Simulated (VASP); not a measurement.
Here is a VASP 6.6.1 calculation.

INCAR

```
PREC     = Accurate       # precision mode
ENCUT    = 520            # plane-wave cutoff, eV
EDIFF    = 1E-7           # SCF threshold, eV
ISMEAR   = 0              # smearing method
SIGMA    = 0.05           # smearing width, eV
LREAL    = F              # projectors in reciprocal space
LASPH    = T              # aspherical terms in the spheres
NELM     = 100            # most SCF steps
ALGO     = Normal         # electronic algorithm
ISIF     = 2              # what is computed and relaxed
LWAVE    = F              # write WAVECAR
LCHARG   = T              # write CHGCAR
GGA      = PS             # functional
LELF     = T              # ELF
LVHAR    = T            
NBANDS   = 26             # bands
```

Contents of KPOINTS:

```
Automatic mesh
0
Gamma
  6 6 10
```

Contents of POSCAR:

```
BN
1.0
    4.3323000000      0.0000000000      0.0000000000
    0.0000000000      4.3323000000      0.0000000000
    0.0000000000      0.0000000000      2.7665000000
B N
4 4
Direct
    0.1741337327      0.8258662673      0.5000000000
    0.3258662673      0.3258662673      0.0000000000
    0.6741337327      0.6741337327      0.0000000000
    0.8258662673      0.1741337327      0.5000000000
    0.8123909516      0.8123909516      0.5000000000
    0.3123909516      0.6876090484      0.0000000000
    0.6876090484      0.3123909516      0.0000000000
    0.1876090484      0.1876090484      0.5000000000
```

Potentials or basis: VASP PAW PBE potentials, release 64 (B, N).

Launch:

```bash
$ cat potpaw_PBE.64/B/POTCAR potpaw_PBE.64/N/POTCAR > POTCAR
$ mpirun -np 1 vasp_std > vasp.out
```

(1) What does it give for the band gap on the k mesh?

(2) Predict the largest force.

(3) Estimate the pressure.

Answers

(1) 4.26 eV, direct.

(2) 0.775 eV/Å.

(3) -17.3 GPa.

Caveat: the PAW data sets were made with another functional, which shifts forces and pressure a little.
